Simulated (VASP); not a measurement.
Crystal: Be2Se.

```
CELL_PARAMETERS angstrom
-1.87849 1.87849 3.08092
1.87849 -1.87849 3.08092
1.87849 1.87849 -3.08092
ATOMIC_POSITIONS crystal
Be 0.59300 0.59300 0.00000
Be 0.40700 0.40700 0.00000
Se 0.00000 0.00000 0.00000
```

| Property | Result |
| --- | --- |
| Program | VASP 6.6.1 |
| Task | relaxation of cell and atoms |
| Functional | PBE |
| Potentials or basis | VASP PAW PBE potentials, release 64 (Be, Se) |
| Cutoff | 600 eV |
| k mesh | 6 × 6 × 6 |
| Occupations | gaussian, width 0.1 eV |
| Spin | no spin polarisation |

At the start: pressure 28.1 GPa; volume 14.50 Å³/atom.

Problem. How do energy, volume and symmetry change on relaxing?

Solution. Over 41 steps the energy falls by 2702.5 meV/atom and the volume is 22.56 Å³/atom (+55.6 %); space group I4/mmm (No. 139, to 0.05 Å).

The path:
| step | energy change (eV) | largest force (eV/Å) | pressure (GPa) | volume (Å³) |
| --- | --- | --- | --- | --- |
| 1 | 0.0000 | 27.8936 | 28.06 | 43.49 |
| 3 | -6.4357 | 5.1811 | 13.39 | 56.61 |
| 5 | -7.2774 | 2.0585 | 3.87 | 54.15 |
| 7 | -7.8549 | 0.5817 | -4.42 | 46.28 |
| 9 | -7.9363 | 0.1769 | -2.00 | 45.29 |
| 11 | -7.9456 | 0.1422 | -1.22 | 45.00 |
| 13 | -7.9529 | 0.1161 | 0.10 | 44.39 |
| 15 | -7.9544 | 0.0165 | 0.32 | 44.41 |
| 17 | -7.9559 | 0.0553 | 0.20 | 44.83 |
| 19 | -7.9707 | 0.0122 | 0.05 | 46.97 |
| 21 | -7.9909 | 0.6379 | 4.87 | 55.60 |
| 23 | -8.0202 | 0.2939 | 3.40 | 53.08 |
| 25 | -8.0210 | 0.2620 | 3.30 | 52.84 |
| 27 | -8.0216 | 0.2811 | 3.32 | 53.04 |
| 29 | -8.0230 | 0.3367 | 3.54 | 53.85 |
| 31 | -8.0236 | 0.3791 | 3.69 | 54.37 |
| 33 | -8.0297 | 0.3893 | 3.47 | 54.91 |
| 35 | -8.0518 | 0.4382 | 2.65 | 57.38 |
| 37 | -8.0943 | 0.6026 | 0.33 | 67.86 |
| 39 | -8.1072 | 0.0556 | -0.05 | 67.71 |
| 41 | -8.1074 | 0.0194 | 0.01 | 67.67 |

Final structure:
```
Be Se
1.0
    -2.36020    2.36020    3.03706
     2.36020   -2.36020    3.03706
     2.36020    2.36020   -3.03706
Be Se
2 1
Direct
  0.66293 0.66293 0.00000
  0.33707 0.33707 0.00000
  0.00000 0.00000 0.00000
```

Caveat: the volume moved by over 15 % at a fixed basis, so the end points are rough.
